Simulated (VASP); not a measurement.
# AlN in VASP: notebook

AlN is run at these levels: LDA; tasks: single point.

Program: VASP 6.6.1. These are calculated values, not measurements. Logs are shortened: lines on timing, memory, paths and dates and some standing lists are left out, and cuts for length are marked.

## 1. The cell of the first run

Symmetry: Fm-3m, No. 225, cubic system. Conventional cell: a = 4.171 Å, b = 4.171 Å, c = 4.171 Å, α = 90.00°, β = 90.00°, γ = 90.00°. Al (site symmetry m-3m) has 6 N at 2.09 Å within 2.8 Å. Within 2.8 Å of N (site symmetry m-3m) lie 6 Al at 2.09 Å.

## 2. Single point, LDA (strain +0.025 along x and y, +0.025 along z)

Input file INCAR:

```
SYSTEM = AlN
PREC     = Accurate       ! precision mode
ENCUT    = 520            ! plane-wave cutoff, eV
EDIFF    = 1E-7           ! SCF threshold, eV
ISMEAR   = 0              ! smearing method
SIGMA    = 0.05           ! smearing width, eV
LREAL    = .FALSE.        ! projectors in reciprocal space
LASPH    = .TRUE.         ! aspherical terms in the spheres
NELM     = 100            ! most SCF steps
ALGO     = Normal         ! electronic algorithm
ISIF     = 2              ! what is computed and relaxed
LWAVE    = .FALSE.        ! write WAVECAR
LCHARG   = .TRUE.         ! write CHGCAR
LELF     = .TRUE.         ! ELF
LVHAR    = .TRUE.       
NBANDS   = 11             ! bands
```

Input file KPOINTS:

```
Automatic mesh
0
G
  10 10 10
  0 0 0
```

Input file POSCAR:

```
AlN
1.0
    0.0000000000      2.0853809500      2.0853809500
    2.0853809500      0.0000000000      2.0853809500
    2.0853809500      2.0853809500      0.0000000000
Al N
1 1
Direct
    0.5000000000      0.5000000000      0.5000000000
    0.0000000000      0.0000000000      0.0000000000
```

Potentials or basis: VASP PAW LDA potentials, release 64 (Al, N).

Command:

```bash
$ cat potpaw_LDA.64/Al/POTCAR potpaw_LDA.64/N/POTCAR > POTCAR
$ mpirun -np 1 vasp_std > vasp.out
```

OUTCAR:

```text
SYSTEM = AlN
   PREC = Accurate
   ENCUT = 520
   EDIFF = 1E-7
   ISMEAR = 0
   LREAL = .FALSE.
   LASPH = .TRUE.
   NELM = 100
   ISIF = 2

 ion  position               nearest neighbor table
   1  0.500  0.500  0.500-   2 2.09   2 2.09   2 2.09   2 2.09   2 2.09   2 2.09
   2  0.000  0.000  0.000-   1 2.09   1 2.09   1 2.09   1 2.09   1 2.09   1 2.09

  LATTYP: Found a face centered cubic cell.
 ALAT       =     4.1707619000

  Lattice vectors:

 A1 = (   0.0000000000,   2.0853809500,   2.0853809500)
 A2 = (   2.0853809500,   0.0000000000,   2.0853809500)
 A3 = (   2.0853809500,   2.0853809500,   0.0000000000)

Analysis of symmetry for initial positions (statically):
=====================================================================
 Subroutine PRICEL returns:
 Original cell was already a primitive cell.

 Routine SETGRP: Setting up the symmetry group for a
 face centered cubic supercell.

 Subroutine GETGRP returns: Found 48 space group operations
 (whereof 48 operations were pure point group operations)
 out of a pool of 48 trial point group operations.

The static configuration has the point symmetry O_h .

Analysis of symmetry for dynamics (positions and initial velocities):
=====================================================================
 Subroutine PRICEL returns:
 Original cell was already a primitive cell.

 Routine SETGRP: Setting up the symmetry group for a
 face centered cubic supercell.

 Subroutine GETGRP returns: Found 48 space group operations
 (whereof 48 operations were pure point group operations)
 out of a pool of 48 trial point group operations.

The dynamic configuration has the point symmetry O_h .

 Subroutine INISYM returns: Found 48 space group operations
 (whereof 48 operations are pure point group operations),
 and found     1 'primitive' translations

----------------------------------------------------------------------------------------

                                     Primitive cell

  volume of cell :      18.1379

  direct lattice vectors                    reciprocal lattice vectors
     0.000000000  2.085380950  2.085380950    -0.239764346  0.239764346  0.239764346
     2.085380950  0.000000000  2.085380950     0.239764346 -0.239764346  0.239764346
     2.085380950  2.085380950  0.000000000     0.239764346  0.239764346 -0.239764346

  length of vectors
     2.949174022  2.949174022  2.949174022     0.415284029  0.415284029  0.415284029

  position of ions in fractional coordinates (direct lattice)
     0.500000000  0.500000000  0.500000000
     0.000000000  0.000000000  0.000000000

  ion indices of the primitive-cell ions
   primitive index   ion index
                 1           1
                 2           2

----------------------------------------------------------------------------------------

 KPOINTS: Automatic mesh

Automatic generation of k-mesh.
 Grid dimensions read from file:
 generate k-points for:   10   10   10

 Generating k-lattice:

  Cartesian coordinates                     Fractional coordinates (reciprocal lattice)
    -0.023976435  0.023976435  0.023976435     0.100000000  0.000000000  0.000000000
     0.023976435 -0.023976435  0.023976435     0.000000000  0.100000000  0.000000000
     0.023976435  0.023976435 -0.023976435     0.000000000  0.000000000  0.100000000

  Length of vectors
     0.041528403  0.041528403  0.041528403

  Shift w.r.t. Gamma in fractional coordinates (k-lattice)
     0.000000000  0.000000000  0.000000000

 Subroutine IBZKPT returns following result:
 ===========================================

 Found     47 irreducible k-points:

 Following reciprocal coordinates:
            Coordinates               Weight
  0.000000  0.000000  0.000000      1.000000
  0.100000  0.000000  0.000000      8.000000
  0.200000  0.000000  0.000000      8.000000
  0.300000  0.000000  0.000000      8.000000
  0.400000  0.000000  0.000000      8.000000
  0.500000  0.000000  0.000000      4.000000
[... 16 lines left out ...]
  0.300000  0.300000  0.000000      6.000000
  0.400000  0.300000  0.000000     24.000000
 [... further k-points ...]
   k-points           NKPTS =     47   k-points in BZ     NKDIM =     47   number of bands    NBANDS=     11
   number of dos      NEDOS =    301   number of ions     NIONS =      2
   total plane-waves  NPLWV =  13824
   dimension x,y,z NGX =    24 NGY =   24 NGZ =   24
   dimension x,y,z NGXF=    48 NGYF=   48 NGZF=   48
   ions per type =               1   1
   NGX,Y,Z   is equivalent  to a cutoff of  13.53, 13.53, 13.53 a.u.
   NGXF,Y,Z  is equivalent  to a cutoff of  27.06, 27.06, 27.06 a.u.
 SYSTEM =  AlN
   PREC   = accura    normal or accurate (medium, high low for compatibility)
   ISTART =      0    job   : 0-new  1-cont  2-samecut
   ICHARG =      2    charge: 1-file 2-atom 10-const
   ISPIN  =      1    spin polarized calculation?
   LNONCOLLINEAR =      F non collinear calculations
   LSORBIT =      F    spin-orbit coupling
   LASPH  =      T    aspherical Exc in radial PAW
   ENCUT  =  520.0 eV  38.22 Ry    6.18 a.u.   5.48  5.48  5.48*2*pi/ulx,y,z
   NELM   =    100;   NELMIN=  2; NELMDL= -5     # of ELM steps
   EDIFF  = 0.1E-06   stopping-criterion for ELM
   LREAL  =      F    real-space projection
   EDIFFG = 0.1E-05   stopping-criterion for IOM
   NSW    =      0    number of steps for IOM
   IBRION =     -1    ionic relax: 0-MD 1-quasi-New 2-CG
   NFREE  =      0    steps in history (QN), initial steepest desc. (CG)
   ISIF   =      2    stress and relaxation
   ISYM   =      2    0-nonsym 1-usesym 2-fastsym
   POTIM  = 0.5000    time-step for ionic-motion
   TEBEG  =    0.0;   TEEND  =   0.0 temperature during run
   PSTRESS=    0.0 pullay stress
   NELECT =       8.0000    total number of electrons
   NUPDOWN=      -1.0000    fix difference up-down
   EMIN   =  10.00;   EMAX   =-10.00  energy-range for DOS
   EFERMI =   0.00;   METHOD = LEGACY
   ISMEAR =     0;   SIGMA  =   0.05  broadening in eV -4-tet -1-fermi 0-gaus
   EFERMI_NEDOS =   21; number of points for ismear=-14 and -15
   IALGO  =     38    algorithm
   IMIX   =      4    mixing-type and parameters
     AMIX     =   0.40;   BMIX     =  1.00
     AMIX_MAG =   1.60;   BMIX_MAG =  1.00
  volume/ion in A,a.u.               =       9.07        61.20
  Fermi-wavevector in a.u.,A,eV,Ry     =   1.246167  2.354913 21.128910  1.552931
  Thomas-Fermi vector in A             =   2.380356
   LORBIT       =      0    0 simple, 1 ext, 2 COOP (PROOUT), +10 PAW based schemes
   GGA     = CA    functional components
   LHFCALC =     F    Hartree Fock is set to
   AEXX    =    0.0000 exact exchange contribution
   IVDW    =     0    specifies the selected vdW correction
   LEPSILON=     F    determine dielectric tensor
   LRPA    =     F    only Hartree local field effects (RPA)
 non-spin polarized calculation
 Gauss-broadening in eV      SIGMA  =   0.05
  energy-cutoff  :      520.00
  volume of cell :       18.14
 maximum number of plane-waves:       531
 NGX is ok and might be reduce to    24
   NGX = 11   NGY = 11   NGZ = 11

 number of electron       8.0000000 magnetization

 Free energy of the ion-electron system (eV)
  ---------------------------------------------------
  ext. energy  EPLUGINS =         0.00000000
  ---------------------------------------------------
  free energy    TOTEN  =       -16.06092558 eV

  energy without entropy =      -16.06092558  energy(sigma->0) =      -16.06092558

 E-fermi :   8.8053     XC(G=0): -12.1442

 val. band max:        8.5458206765   @ k =   0.0000   0.0000   0.0000
 cond. band min:      12.1520676832   @ k =   0.5000   0.5000   0.0000
 fundamental gap:      3.6062470067
 Fermi energy:         8.8053417981

 k-point     1 :       0.0000    0.0000    0.0000
  band No.  band energies     occupation
      1      -8.0439      2.00000
      2       8.5458      2.00000
      3       8.5458      2.00000
      4       8.5458      2.00000
      5      13.0334      0.00000
      6      20.2776      0.00000
      7      20.2776      0.00000
      8      20.2776      0.00000
      9      25.2528      0.00000
     10      25.5113      0.00000
     11      25.5113      0.00000

 k-point     2 :       0.1000    0.0000    0.0000
  band No.  band energies     occupation
      1      -7.8541      2.00000
      2       7.5391      2.00000
      3       8.4423      2.00000
      4       8.4423      2.00000
      5      13.7023      0.00000
      6      19.3767      0.00000
      7      20.5198      0.00000
      8      20.5198      0.00000
      9      23.5965      0.00000
     10      23.5965      0.00000
     11      25.2259      0.00000

 k-point     3 :       0.2000    0.0000    0.0000
  band No.  band energies     occupation
      1      -7.3031      2.00000
      2       5.5114      2.00000
      3       8.1903      2.00000
      4       8.1903      2.00000
      5      14.5129      0.00000
      6      18.6631      0.00000
      7      20.4346      0.00000
      8      20.4346      0.00000
      9      23.2101      0.00000
     10      23.2101      0.00000
     11      24.5418      0.00000

 k-point     4 :       0.3000    0.0000    0.0000
  band No.  band energies     occupation
      1      -6.4626      2.00000
      2       3.3485      2.00000
      3       7.9100      2.00000
      4       7.9100      2.00000
      5      14.5045      0.00000
      6      19.1888      0.00000
      7      19.5530      0.00000
      8      19.5530      0.00000
      9      23.8644      0.00000
     10      24.7174      0.00000
     11      24.7174      0.00000

 k-point     5 :       0.4000    0.0000    0.0000
  band No.  band energies     occupation
      1      -5.5380      2.00000
      2       1.5483      2.00000
      3       7.7036      2.00000
      4       7.7036      2.00000
      5      14.2201      0.00000
      6      18.8652      0.00000
      7      18.8652      0.00000
      8      19.9896      0.00000
      9      23.5336      0.00000
     10      26.7723      0.00000
     11      26.7723      0.00000
[... 211 lines left out ...]
 k-point    21 :      -0.3000    0.2000    0.0000
  band No.  band energies     occupation
      1      -5.3436      2.00000
      2       2.5487      2.00000
      3       5.1926      2.00000
      4       7.5777      2.00000
      5      16.0225      0.00000
      6      17.4363      0.00000
      7      19.0221      0.00000
      8      19.7650      0.00000
      9      24.7897      0.00000
     10      26.5249      0.00000
     11      27.6800      0.00000

 k-point    22 :      -0.2000    0.2000    0.0000
  band No.  band energies     occupation
      1      -6.1910      2.00000
      2       3.8251      2.00000
      3       5.8729      2.00000
      4       7.9823      2.00000
      5      16.2448      0.00000
      6      18.0508      0.00000
      7      18.1928      0.00000
      8      19.9544      0.00000
      9      22.9624      0.00000
     10      26.5212      0.00000
     11      27.2989      0.00000

 k-point    23 :       0.3000    0.3000    0.0000
  band No.  band energies     occupation
      1      -5.9677      2.00000
      2       4.0144      2.00000
      3       6.6907      2.00000
      4       6.6907      2.00000
      5      14.3425      0.00000
      6      15.2028      0.00000
      7      19.1596      0.00000
      8      22.8904      0.00000
      9      22.8904      0.00000
     10      28.0686      0.00000
     11      30.9654      0.00000

 k-point    24 :       0.4000    0.3000    0.0000
  band No.  band energies     occupation
      1      -5.2794      2.00000
      2       3.0777      2.00000
      3       5.9767      2.00000
      4       6.4549      2.00000
      5      13.7994      0.00000
      6      15.2313      0.00000
      7      19.6241      0.00000
      8      22.8036      0.00000
      9      23.4505      0.00000
     10      29.1833      0.00000
     11      31.6695      0.00000

 [... further k-points ...]

------------------------ aborting loop because EDIFF is reached ----------------------------------------

  FORCE on cell =-STRESS in cart. coord.  units (eV):
  Direction    XX          YY          ZZ          XY          YZ          ZX
  --------------------------------------------------------------------------------------
  -------------------------------------------------------------------------------------
  Total       -2.8649933     -2.8649933     -2.8649933     -0.0000000     -0.0000000     -0.0000000
  in kB     -253.0742725   -253.0742725   -253.0742725     -0.0000000     -0.0000000     -0.0000000
  external PRESSURE =    -253.0742725 kB  Pullay stress =       0.0000000 kB

 VOLUME and BASIS-vectors are now :
 -----------------------------------------------------------------------------
  energy-cutoff  :      520.00
  volume of cell :       18.14
      direct lattice vectors                 reciprocal lattice vectors
     0.000000000  2.085380950  2.085380950    -0.239764346  0.239764346  0.239764346
     2.085380950  0.000000000  2.085380950     0.239764346 -0.239764346  0.239764346
     2.085380950  2.085380950  0.000000000     0.239764346  0.239764346 -0.239764346

 POSITION                                       TOTAL-FORCE (eV/Angst)
 -----------------------------------------------------------------------------------
      2.08538      2.08538      2.08538        -0.000000      0.000000     -0.000000
      0.00000      0.00000      0.00000         0.000000     -0.000000      0.000000
 -----------------------------------------------------------------------------------
    total drift:                                0.000000     -0.000000     -0.000000

  FREE ENERGIE OF THE ION-ELECTRON SYSTEM (eV)
  ---------------------------------------------------
  free  energy   TOTEN  =       -16.0609255751 eV

  energy  without entropy=      -16.0609255751  energy(sigma->0) =      -16.06092558
```

Wall time 6.1 s (1 thread of Intel Xeon 8259CL, shared host); peak memory 0.13 GiB.

Results:

```yaml
Free_energy: -16.0609 eV
Pressure: -25.3 GPa
Band_gap_on_the_k_mesh: 3.61 eV, indirect (least direct gap 4.49 eV)
```

Caveat: the cell differs from its parent crystal (strain +0.025 along x and y, +0.025 along z).

## 3. Single point, LDA (strain +0.050 along x and y, +0.050 along z)

Input file INCAR:

```
  PREC = Accurate
  ENCUT = 520
  EDIFF = 1E-6
  ISMEAR = 0
  SIGMA = 0.05
  LREAL = False
  LASPH = True
  NELM = 100
  ALGO = Normal
  ISIF = 2
  LWAVE = False
  LCHARG = False
  NBANDS = 11
```

Input file KPOINTS:

```
regular mesh
0
Gamma
  10 10 10
```

Input file POSCAR:

```
AlN
1.0
    0.0000000000      2.1362439000      2.1362439000
    2.1362439000      0.0000000000      2.1362439000
    2.1362439000      2.1362439000      0.0000000000
Al N
1 1
Direct
    0.5000000000      0.5000000000      0.5000000000
    0.0000000000      0.0000000000      0.0000000000
```

Potentials or basis: VASP PAW LDA potentials, release 64 (Al, N).

Command:

```bash
$ cat potpaw_LDA.64/Al/POTCAR potpaw_LDA.64/N/POTCAR > POTCAR
$ mpirun -np 1 vasp_std > vasp.out
```

Wall time 5.2 s (1 thread of Intel Xeon 8259CL, shared host); peak memory 0.12 GiB.

It converged, with:

```yaml
Free_energy: -15.8002 eV
Pressure: -35.6 GPa
Band_gap_on_the_k_mesh: 2.99 eV, indirect (least direct gap 3.58 eV)
```

Levels at points of the mesh, in eV from the valence-band top:
| k point | band 2 | band 3 | band 4 | band 5 | band 6 | band 7 |
| --- | --- | --- | --- | --- | --- | --- |
| (0.00, 0.00, 0.00) | 0.00 | 0.00 | 0.00 | 3.58 | 11.50 | 11.50 |
| (0.50, 0.00, 0.00) | -7.36 | -0.80 | -0.80 | 5.13 | 9.54 | 9.54 |
| (0.50, 0.50, 0.00) | -6.36 | -2.41 | -2.41 | 2.99 | 5.44 | 12.00 |

Caveat: the cell differs from its parent crystal (strain +0.050 along x and y, +0.050 along z).

## 4. Single point, LDA (strain -0.050 along x and y, +0.025 along z)

Input file INCAR:

```
SYSTEM = AlN
ALGO = Normal ; EDIFF = 1E-6
ENCUT = 520 ; ISIF = 2
ISMEAR = 0 ; LASPH = .TRUE.
LCHARG = .TRUE. ; LELF = .TRUE.
LREAL = .FALSE. ; LVHAR = .TRUE.
LWAVE = .FALSE. ; NBANDS = 11
NELM = 80 ; PREC = Accurate
SIGMA = 0.05
```

Input file KPOINTS:

```
k-points
0
G
  10 10 10
  0 0 0
```

Input file POSCAR:

```
AlN
1.0
    0.0000000000      1.9327921000      2.0853809500
    1.9327921000      0.0000000000      2.0853809500
    1.9327921000      1.9327921000      0.0000000000
Al N
1 1
Direct
    0.5000000000      0.5000000000      0.5000000000
    0.0000000000      0.0000000000      0.0000000000
```

Potentials or basis: VASP PAW LDA potentials, release 64 (Al, N).

Command:

```bash
$ cat potpaw_LDA.64/Al/POTCAR potpaw_LDA.64/N/POTCAR > POTCAR
$ mpirun -np 1 vasp_std > vasp.out
```

OUTCAR:

```text
SYSTEM = AlN
   EDIFF = 1E-6
   ENCUT = 520
   ISIF = 2
   ISMEAR = 0
   LASPH = .TRUE.
   LREAL = .FALSE.
   NELM = 80
   PREC = Accurate

 ion  position               nearest neighbor table
   1  0.500  0.500  0.500-   2 1.93   2 1.93   2 1.93   2 1.93   2 2.09   2 2.09
   2  0.000  0.000  0.000-   1 1.93   1 1.93   1 1.93   1 1.93   1 2.09   1 2.09

  LATTYP: Found a body centered tetragonal cell.
 ALAT       =     2.7333808011
 C/A-ratio  =     1.5258620015

  Lattice vectors:
[... 524 lines left out ...]

------------------------ aborting loop because EDIFF is reached ----------------------------------------

  FORCE on cell =-STRESS in cart. coord.  units (eV):
  Direction    XX          YY          ZZ          XY          YZ          ZX
  --------------------------------------------------------------------------------------
  -------------------------------------------------------------------------------------
  Total        2.2578658      2.2578658     -0.3494690      0.0000000      0.0000000      0.0000000
  in kB      232.1790431    232.1790431    -35.9363165      0.0000000      0.0000000      0.0000000
  external PRESSURE =     142.8072566 kB  Pullay stress =       0.0000000 kB

 VOLUME and BASIS-vectors are now :
 -----------------------------------------------------------------------------
  energy-cutoff  :      520.00
  volume of cell :       15.58
      direct lattice vectors                 reciprocal lattice vectors
     0.000000000  1.932792100  2.085380950    -0.258693110  0.258693110  0.239764346
     1.932792100  0.000000000  2.085380950     0.258693110 -0.258693110  0.239764346
     1.932792100  1.932792100  0.000000000     0.258693110  0.258693110 -0.239764346

 POSITION                                       TOTAL-FORCE (eV/Angst)
 -----------------------------------------------------------------------------------
      1.93279      1.93279      2.08538        -0.000000      0.000000     -0.000000
      0.00000      0.00000      0.00000         0.000000     -0.000000      0.000000
 -----------------------------------------------------------------------------------
    total drift:                                0.000000     -0.000000     -0.000000

  FREE ENERGIE OF THE ION-ELECTRON SYSTEM (eV)
  ---------------------------------------------------
  free  energy   TOTEN  =       -16.1426867578 eV

  energy  without entropy=      -16.1426867578  energy(sigma->0) =      -16.14268676
```

It took 9.1 s on 1 thread of Intel Xeon 8259CL, shared host; peak memory 0.13 GiB.

What came out:

```
Free energy            : -16.1427 eV
Pressure               : 14.3 GPa
Band gap on the k mesh : 4.55 eV, indirect (least direct gap 6.21 eV)
```

Stress tensor (GPa, compression positive):
```
23.22  0.00  0.00
 0.00 23.22  0.00
 0.00  0.00 -3.59
```

Caveat: the cell differs from its parent crystal (strain -0.050 along x and y, +0.025 along z).

## 5. Summary

```tsv
cell	gap on the mesh (eV)	pressure (GPa)
a = 2.949 Å, angles 60.0°, 2 atoms	3.61	-25.3
a = 3.021 Å, angles 60.0°, 2 atoms	2.99	-35.6
a = 2.843, b = 2.843, c = 2.733 Å, angles 61.3, 61.3, 57.5°, 2 atoms	4.55	14.3
```

Alike in all rows: task single point; level LDA; potentials or basis VASP PAW LDA potentials, release 64 (Al, N); no spin polarisation; k mesh 10 × 10 × 10; cutoff (eV) 520; smearing gaussian 0.05 eV.

Absolute energies hang on the potentials; compare differences alone.
